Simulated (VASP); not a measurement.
# Cd5HgSe6 in VASP: further runs

Runs on Cd5HgSe6. Level: PBE. Tasks: single point.

Everything below comes from runs of VASP 6.6.1. Logs are shortened: lines on timing, memory, paths and dates and some standing lists are left out, and cuts for length are marked.

## Step 1: The cell of the first run

The typed cell holds 12 atoms: a = 4.411 Å, b = 4.388 Å, c = 21.488 Å, α = 90.00°, β = 90.01°, γ = 120.17°.

## Step 2: Single point, PBE

INCAR

```
SYSTEM = Cd5HgSe6
PREC = Accurate
ENCUT = 520
EDIFF = 1E-6
ISMEAR = 0
SIGMA = 0.2
LREAL = .FALSE.
LASPH = .TRUE.
NELM = 80
ALGO = Normal
ISIF = 2
LWAVE = .FALSE.
LCHARG = .TRUE.
GGA = PE
LELF = .TRUE.
LVHAR = .TRUE.
NBANDS = 66
```

KPOINTS

```
Automatic mesh
0
G
  6 6 1
  0 0 0
```

POSCAR

```
Cd5HgSe6
1.0
    4.4114178220      0.0002301415     -0.0002877475
   -2.2055499567      3.7940057346      0.0001082526
   -0.0013633727     -0.0004499327     21.4884784669
Cd Hg Se
5 1 6
Direct
    0.3358874878      0.6680354341      0.0008312239
    0.3312983477      0.6665631883      0.6686864890
    0.6667923159      0.3329379897      0.1667947263
    0.6643805585      0.3321543267      0.5024079166
    0.6667795288      0.3347303664      0.8347349941
    0.3350394493      0.6655457609      0.3352966183
    0.3325865596      0.6644072135      0.1260934256
    0.3301780270      0.6634963560      0.4615163270
    0.3323402835      0.6660303903      0.7938455389
    0.6690395845      0.3343471057      0.2922217231
    0.6656356146      0.3351276430      0.6276414943
    0.6700422429      0.3366242254      0.9599285226
```

Potentials or basis: VASP PAW PBE potentials, release 64 (Cd, Hg, Se).

Command:

```
> cat potpaw_PBE.64/Cd/POTCAR potpaw_PBE.64/Hg/POTCAR potpaw_PBE.64/Se/POTCAR > POTCAR
> mpirun -np 1 vasp_std > vasp.out
```

OUTCAR:

```text
SYSTEM = Cd5HgSe6
   PREC = Accurate
   ENCUT = 520
   EDIFF = 1E-6
   ISMEAR = 0
   LREAL = .FALSE.
   LASPH = .TRUE.
   NELM = 80
   ISIF = 2
   GGA = PE

 ion  position               nearest neighbor table
   1  0.336  0.668  0.001-  12 2.68  12 2.69  12 2.69   7 2.69
   2  0.331  0.667  0.669-  11 2.69  11 2.69  11 2.69   9 2.69
   3  0.667  0.333  0.167-   7 2.68   7 2.69   7 2.69  10 2.70
   4  0.664  0.332  0.502-   8 2.68   8 2.69   8 2.69  11 2.69
   5  0.667  0.335  0.835-   9 2.68   9 2.69   9 2.69  12 2.69
   6  0.335  0.666  0.335-  10 2.70  10 2.70  10 2.70   8 2.71
   7  0.333  0.664  0.126-   3 2.68   3 2.69   3 2.69   1 2.69
   8  0.330  0.663  0.462-   4 2.68   4 2.69   4 2.69   6 2.71
   9  0.332  0.666  0.794-   5 2.68   5 2.69   5 2.69   2 2.69
  10  0.669  0.334  0.292-   3 2.70   6 2.70   6 2.70   6 2.70
  11  0.666  0.335  0.628-   2 2.69   2 2.69   2 2.69   4 2.69
  12  0.670  0.337  0.960-   1 2.68   1 2.69   1 2.69   5 2.69

  LATTYP: Found a base centered monoclinic cell.
 ALAT       =    44.9668536632
 B/A-ratio  =     0.1687518917
 C/A-ratio  =     0.4878274239
 COS(beta)  =    -0.9953714866

  Lattice vectors:

 A1 = (  -6.6156044060,   3.7942255258, -21.4880824668)
 A2 = (  -6.6159223146,  -3.7940160849, -21.4880112245)
 A3 = (   4.4100544493,  -0.0002197912,  21.4881907194)

Analysis of symmetry for initial positions (statically):
=====================================================================
 Subroutine PRICEL returns:
 Original cell was already a primitive cell.

 Routine SETGRP: Setting up the symmetry group for a
 base centered monoclinic supercell.

 Subroutine GETGRP returns: Found  1 space group operations
 (whereof  1 operations were pure point group operations)
 out of a pool of  4 trial point group operations.

The static configuration has the point symmetry C_1 .

Analysis of symmetry for dynamics (positions and initial velocities):
=====================================================================
 Subroutine PRICEL returns:
 Original cell was already a primitive cell.

 Routine SETGRP: Setting up the symmetry group for a
 base centered monoclinic supercell.

 Subroutine GETGRP returns: Found  1 space group operations
 (whereof  1 operations were pure point group operations)
 out of a pool of  4 trial point group operations.

The dynamic configuration has the point symmetry C_1 .

 Subroutine INISYM returns: Found  1 space group operations
 (whereof  1 operations are pure point group operations),
 and found     1 'primitive' translations

----------------------------------------------------------------------------------------

                                     Primitive cell

  volume of cell :     359.6624

  direct lattice vectors                    reciprocal lattice vectors
     4.411417822  0.000230142 -0.000287747     0.226677617  0.131773340  0.000017141
    -2.205549957  3.794005735  0.000108253    -0.000013750  0.263565673  0.000005518
    -0.001363373 -0.000449933 21.488478467     0.000003035  0.000000437  0.046536566

  length of vectors
     4.411417837  4.388499759 21.488478515     0.262196406  0.263565673  0.046536566

  position of ions in fractional coordinates (direct lattice)
     0.335887488  0.668035434  0.000831224
     0.331298348  0.666563188  0.668686489
     0.666792316  0.332937990  0.166794726
     0.664380558  0.332154327  0.502407917
     0.666779529  0.334730366  0.834734994
     0.335039449  0.665545761  0.335296618
     0.332586560  0.664407213  0.126093426
     0.330178027  0.663496356  0.461516327
     0.332340284  0.666030390  0.793845539
     0.669039584  0.334347106  0.292221723
     0.665635615  0.335127643  0.627641494
     0.670042243  0.336624225  0.959928523

  ion indices of the primitive-cell ions
   primitive index   ion index
                 1           1
                 2           2
                 3           3
                 4           4
                 5           5
                 6           6
                 7           7
                 8           8
                 9           9
                10          10
                11          11
                12          12

----------------------------------------------------------------------------------------

 KPOINTS: Automatic mesh

Automatic generation of k-mesh.
 Grid dimensions read from file:
 generate k-points for:    6    6    1

 Generating k-lattice:

  Cartesian coordinates                     Fractional coordinates (reciprocal lattice)
     0.037779603  0.021962223  0.000002857     0.166666667  0.000000000  0.000000000
    -0.000002292  0.043927612  0.000000920    -0.000000000  0.166666667  0.000000000
     0.000003035  0.000000437  0.046536566     0.000000000 -0.000000000  1.000000000

  Length of vectors
     0.043699401  0.043927612  0.046536566

  Shift w.r.t. Gamma in fractional coordinates (k-lattice)
     0.000000000  0.000000000  0.000000000

 Subroutine IBZKPT returns following result:
 ===========================================

 Found     20 irreducible k-points:

 Following reciprocal coordinates:
            Coordinates               Weight
  0.000000  0.000000  0.000000      1.000000
  0.166667 -0.000000 -0.000000      2.000000
  0.333333  0.000000  0.000000      2.000000
  0.500000  0.000000 -0.000000      1.000000
  0.000000  0.166667  0.000000      2.000000
  0.166667  0.166667  0.000000      2.000000
[... 12 lines left out ...]
  0.333333  0.500000  0.000000      2.000000
  0.500000  0.500000  0.000000      1.000000
   k-points           NKPTS =     20   k-points in BZ     NKDIM =     20   number of bands    NBANDS=     66
   number of dos      NEDOS =    301   number of ions     NIONS =     12
   total plane-waves  NPLWV = 207360
   dimension x,y,z NGX =    36 NGY =   36 NGZ =  160
   dimension x,y,z NGXF=    72 NGYF=   72 NGZF=  320
   ions per type =               5   1   6
   NGX,Y,Z   is equivalent  to a cutoff of  13.57, 13.64, 12.38 a.u.
   NGXF,Y,Z  is equivalent  to a cutoff of  27.13, 27.28, 24.76 a.u.
 SYSTEM =  Cd5HgSe6
   PREC   = accura    normal or accurate (medium, high low for compatibility)
   ISTART =      0    job   : 0-new  1-cont  2-samecut
   ICHARG =      2    charge: 1-file 2-atom 10-const
   ISPIN  =      1    spin polarized calculation?
   LNONCOLLINEAR =      F non collinear calculations
   LSORBIT =      F    spin-orbit coupling
   LASPH  =      T    aspherical Exc in radial PAW
   ENCUT  =  520.0 eV  38.22 Ry    6.18 a.u.   8.20  8.16 39.95*2*pi/ulx,y,z
   NELM   =     80;   NELMIN=  2; NELMDL= -5     # of ELM steps
   EDIFF  = 0.1E-05   stopping-criterion for ELM
   LREAL  =      F    real-space projection
   EDIFFG = 0.1E-04   stopping-criterion for IOM
   NSW    =      0    number of steps for IOM
   IBRION =     -1    ionic relax: 0-MD 1-quasi-New 2-CG
   NFREE  =      0    steps in history (QN), initial steepest desc. (CG)
   ISIF   =      2    stress and relaxation
   ISYM   =      2    0-nonsym 1-usesym 2-fastsym
   POTIM  = 0.5000    time-step for ionic-motion
   TEBEG  =    0.0;   TEEND  =   0.0 temperature during run
   PSTRESS=    0.0 pullay stress
   NELECT =     108.0000    total number of electrons
   NUPDOWN=      -1.0000    fix difference up-down
   EMIN   =  10.00;   EMAX   =-10.00  energy-range for DOS
   EFERMI =   0.00;   METHOD = LEGACY
   ISMEAR =     0;   SIGMA  =   0.20  broadening in eV -4-tet -1-fermi 0-gaus
   EFERMI_NEDOS =   21; number of points for ismear=-14 and -15
   IALGO  =     38    algorithm
   IMIX   =      4    mixing-type and parameters
     AMIX     =   0.40;   BMIX     =  1.00
     AMIX_MAG =   1.60;   BMIX_MAG =  1.00
  volume/ion in A,a.u.               =      29.97       202.26
  Fermi-wavevector in a.u.,A,eV,Ry     =   1.096271  2.071651 16.351606  1.201809
  Thomas-Fermi vector in A             =   2.232609
   LORBIT       =      0    0 simple, 1 ext, 2 COOP (PROOUT), +10 PAW based schemes
   GGA     = PE    functional components
   LHFCALC =     F    Hartree Fock is set to
   AEXX    =    0.0000 exact exchange contribution
   IVDW    =     0    specifies the selected vdW correction
   LEPSILON=     F    determine dielectric tensor
   LRPA    =     F    only Hartree local field effects (RPA)
 non-spin polarized calculation
 Gauss-broadening in eV      SIGMA  =   0.20
  energy-cutoff  :      520.00
  volume of cell :      359.66
 maximum number of plane-waves:      9714
 NGX is ok and might be reduce to    36
   NGX = 17   NGY = 17   NGZ = 79

 number of electron     108.0000012 magnetization

 Free energy of the ion-electron system (eV)
  ---------------------------------------------------
  ext. energy  EPLUGINS =         0.00000000
  ---------------------------------------------------
  free energy    TOTEN  =       -31.52784834 eV

  energy without entropy =      -31.51856374  energy(sigma->0) =      -31.52320604

 E-fermi :   0.7924     XC(G=0):  -8.6194

 val. band max:        0.6737080494   @ k =   0.0000   0.0000   0.0000
 cond. band min:       0.8068341201   @ k =   0.0000   0.0000   0.0000
 fundamental gap:      0.1331260707
 Fermi energy:         0.7924163993

 k-point     1 :       0.0000    0.0000    0.0000
  band No.  band energies     occupation
      1     -11.8737      2.00000
      2     -11.7267      2.00000
      3     -11.6994      2.00000
      4     -11.5726      2.00000
      5     -11.5320      2.00000
      6     -11.4547      2.00000
[... 58 lines left out ...]
     65       6.5028      0.00000
     66       6.5343      0.00000

 k-point     2 :       0.1667   -0.0000   -0.0000
  band No.  band energies     occupation
      1     -11.7975      2.00000
      2     -11.6605      2.00000
      3     -11.6377      2.00000
      4     -11.5272      2.00000
      5     -11.4896      2.00000
      6     -11.4219      2.00000
[... 1300 lines left out ...]
     65       5.7005      0.00000
     66       6.3920      0.00000

------------------------ aborting loop because EDIFF is reached ----------------------------------------

  FORCE on cell =-STRESS in cart. coord.  units (eV):
  Direction    XX          YY          ZZ          XY          YZ          ZX
  --------------------------------------------------------------------------------------
  -------------------------------------------------------------------------------------
  Total        0.1288728      0.5504335      0.5147227      0.0061201     -0.0018896      0.0030980
  in kB        0.5740857      2.4519999      2.2929201      0.0272630     -0.0084174      0.0138006
  external PRESSURE =       1.7730019 kB  Pullay stress =       0.0000000 kB

 VOLUME and BASIS-vectors are now :
 -----------------------------------------------------------------------------
  energy-cutoff  :      520.00
  volume of cell :      359.66
      direct lattice vectors                 reciprocal lattice vectors
     4.411417822  0.000230142 -0.000287747     0.226677617  0.131773340  0.000017141
    -2.205549957  3.794005735  0.000108253    -0.000013750  0.263565673  0.000005518
    -0.001363373 -0.000449933 21.488478467     0.000003035  0.000000437  0.046536566

 POSITION                                       TOTAL-FORCE (eV/Angst)
 -----------------------------------------------------------------------------------
      0.00835      2.53461      0.01784        -0.002209     -0.000269     -0.001277
     -0.00955      2.52872     14.36903         0.001730      0.000764     -0.001447
      2.20696      1.26325      3.58401         0.000810      0.000134     -0.000547
      2.19759      1.26012     10.79583         0.001901     -0.000520      0.003034
      2.20204      1.26975     17.93703         0.000242     -0.001825      0.000934
      0.00965      2.52501      7.20499        -0.002477      0.000467      0.009729
      0.00162      2.52078      2.70953         0.000913     -0.000046     -0.001887
     -0.00745      2.51718      9.91726         0.001118      0.000669     -0.009223
     -0.00395      2.52664     17.05851         0.000801     -0.001349     -0.001587
      2.21360      1.26854      6.27924        -0.001769      0.001571      0.000542
      2.19640      1.27135     13.48691         0.001287      0.000976     -0.001378
      2.21209      1.27688     20.62725        -0.002347     -0.000573      0.003108
 -----------------------------------------------------------------------------------
    total drift:                                0.000133      0.000075      0.002092

  FREE ENERGIE OF THE ION-ELECTRON SYSTEM (eV)
  ---------------------------------------------------
  free  energy   TOTEN  =       -31.5278483400 eV

  energy  without entropy=      -31.5185637386  energy(sigma->0) =      -31.52320604
```

It took 7.2 min on 1 thread of Intel Xeon Platinum 8375C at 2.90GHz (Ice Lake), shared host; peak memory 0.73 GiB.

Results:

| Property | Result |
| --- | --- |
| Free energy | -31.5278 eV |
| Pressure | 0.2 GPa |
| Largest force | 0.010 eV/Å |
| Band gap on the k mesh | 0.13 eV |

Forces on the atoms (eV/Å):
```
Cd  -0.002  0.000 -0.001
Cd   0.002  0.001 -0.001
Cd   0.001  0.000 -0.001
Cd   0.002 -0.001  0.003
Cd   0.000 -0.002  0.001
Hg  -0.002  0.000  0.010
Se   0.001  0.000 -0.002
Se   0.001  0.001 -0.009
Se   0.001 -0.001 -0.002
Se  -0.002  0.002  0.001
Se   0.001  0.001 -0.001
Se  -0.002 -0.001  0.003
```

Levels at points of the mesh, in eV from the valence-band top:
```tsv
k point	band 50	band 51	band 52	band 53	band 54	band 55	band 56	band 57	band 58	band 59
(0.00, 0.00, 0.00)	-0.27	-0.25	-0.14	-0.02	0.00	0.13	1.37	1.73	1.88	2.02
(0.50, 0.00, 0.00)	-1.16	-1.11	-1.07	-1.04	-0.77	2.12	2.57	2.81	3.03	3.11
(0.00, 0.50, 0.00)	-1.16	-1.15	-1.07	-1.06	-0.80	2.10	2.54	2.77	2.98	3.08
(0.50, 0.50, 0.00)	-1.16	-1.11	-1.07	-1.04	-0.77	2.13	2.56	2.81	3.03	3.12
```

Caveat: spin-orbit coupling is left out, which moves the levels of the heavy elements.

## Step 3: Single point, PBE

INCAR

```
SYSTEM = Cd5HgSe6
PREC     = Accurate       ! precision mode
ENCUT    = 520            ! plane-wave cutoff, eV
EDIFF    = 1E-7           ! SCF threshold, eV
ISMEAR   = 0              ! smearing method
SIGMA    = 0.01           ! smearing width, eV
LREAL    = .False.        ! projectors in reciprocal space
LASPH    = .True.         ! aspherical terms in the spheres
NELM     = 100            ! most SCF steps
ALGO     = Normal         ! electronic algorithm
ISIF     = 2              ! what is computed and relaxed
LWAVE    = .False.        ! write WAVECAR
LCHARG   = .False.        ! write CHGCAR
GGA      = PE             ! functional
NBANDS   = 66             ! bands
```

KPOINTS

```
Automatic mesh
0
Gamma
  12 12 2
  0 0 0
```

POSCAR

```
Cd5HgSe6
1.0
    4.3907438160      0.0000000000      0.0000000000
   -2.1953719080      3.8024956862      0.0000000000
    0.0000000000      0.0000000000     21.5005207000
Cd Hg Se
5 1 6
Direct
    0.3333333333      0.6666666667      0.0009460000
    0.3333333333      0.6666666667      0.6686480000
    0.6666666667      0.3333333333      0.1669760000
    0.6666666667      0.3333333333      0.5023680000
    0.6666666667      0.3333333333      0.8347890000
    0.3333333333      0.6666666667      0.3353630000
    0.3333333333      0.6666666667      0.1260380000
    0.3333333333      0.6666666667      0.4614540000
    0.3333333333      0.6666666667      0.7937320000
    0.6666666667      0.3333333333      0.2922580000
    0.6666666667      0.3333333333      0.6275530000
    0.6666666667      0.3333333333      0.9598740000
```

Potentials or basis: VASP PAW PBE potentials, release 64 (Cd, Hg, Se).

Command:

```
> cat potpaw_PBE.64/Cd/POTCAR potpaw_PBE.64/Hg/POTCAR potpaw_PBE.64/Se/POTCAR > POTCAR
> mpirun -np 1 vasp_std > vasp.out
```

Wall time 19 min (1 thread of Oxide Virtual Turin-like, shared host); peak memory 0.94 GiB.

The run converged. Its results:

```
Free energy            : -31.5504 eV
Pressure               : 0.2 GPa
Band gap on the k mesh : 0.13 eV
```

Levels at points of the mesh, in eV from the valence-band top:
| k point | band 51 | band 52 | band 53 | band 54 | band 55 | band 56 | band 57 | band 58 |
| --- | --- | --- | --- | --- | --- | --- | --- | --- |
| (0.00, 0.00, 0.00) | -0.27 | -0.15 | 0.00 | 0.00 | 0.13 | 1.38 | 1.73 | 1.89 |
| (0.50, 0.00, 0.00) | -1.14 | -1.08 | -1.06 | -0.78 | 2.12 | 2.55 | 2.79 | 3.01 |
| (0.00, 0.00, 0.50) | -0.23 | -0.23 | -0.01 | -0.01 | 0.70 | 1.04 | 1.70 | 1.98 |
| (0.50, 0.00, 0.50) | -1.26 | -1.15 | -0.93 | -0.82 | 2.18 | 2.71 | 2.72 | 2.77 |

Caveat: spin-orbit coupling is left out, which moves the levels of the heavy elements.
